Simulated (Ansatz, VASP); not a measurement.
One calculation of GeN, two programs

```
Ge N
1.0
    -1.54480    1.54480    2.45640
     1.54480   -1.54480    2.45640
     1.54480    1.54480   -2.45640
Ge N
1 1
Direct
  0.42052 0.42052 0.00000
  0.00748 0.00748 0.00000
```

Change from the starting cell: species swapped into the SnP type (I4mm, No. 107).

Alike in both runs: functional PBE; k mesh 8 × 8 × 8; occupations gaussian, width 0.2 eV; no spin polarisation.

Ansatz relaxed the structure, and its values are those at the end. VASP's run is a single point on that final structure, the one shown.

|  | VASP | Ansatz |
| --- | --- | --- |
| version | VASP 6.6.1 | Ansatz 0.2.0 |
| potentials or method | VASP PAW PBE potentials, release 64 (Ge_d, N), cutoff 600 eV | scalar-relativistic, plane waves, PAW |
| valence electrons in the cell | 19 | 19 |

VASP gave:

| Property | Result |
| --- | --- |
| gap on the k mesh at the Fermi level (eV) | none |
| pressure (GPa) | 0.2 |
| rms of the force components (eV/Å) | 0.010 |

Problem. Estimate Ansatz's values.

Solution. gap on the k mesh at the Fermi level (eV): none; pressure (GPa): 0.2; rms of the force components (eV/Å): 0.011.

A gap of «none» marks a metal or a gap that the smearing closes.
